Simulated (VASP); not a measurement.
Runs of VASP 6.6.1 on ZnS. The structure is that of space group F-43m (No. 216), or close to it. The cells are those of the table. 

```tsv
cell	gap on the mesh (eV)	pressure (GPa)
a = 3.743 Å, angles 60.0°, 2 atoms	(a)	7.2
a = 3.896 Å, angles 60.0°, 2 atoms	1.86	(b)
a = 3.796 Å, angles 60.0°, 2 atoms	2.20	3.4
a = 3.847 Å, angles 60.0°, 2 atoms	(c)	0.3
```

Alike in all rows: task single point; level PBE; potentials or basis VASP PAW PBE potentials, release 64 (Zn, S); no spin polarisation; k mesh 6 × 6 × 6; cutoff (eV) 500; smearing gaussian 0.01 eV.

Estimate the missing entries.

(a) 2.39; (b) -2.2; (c) 2.03.

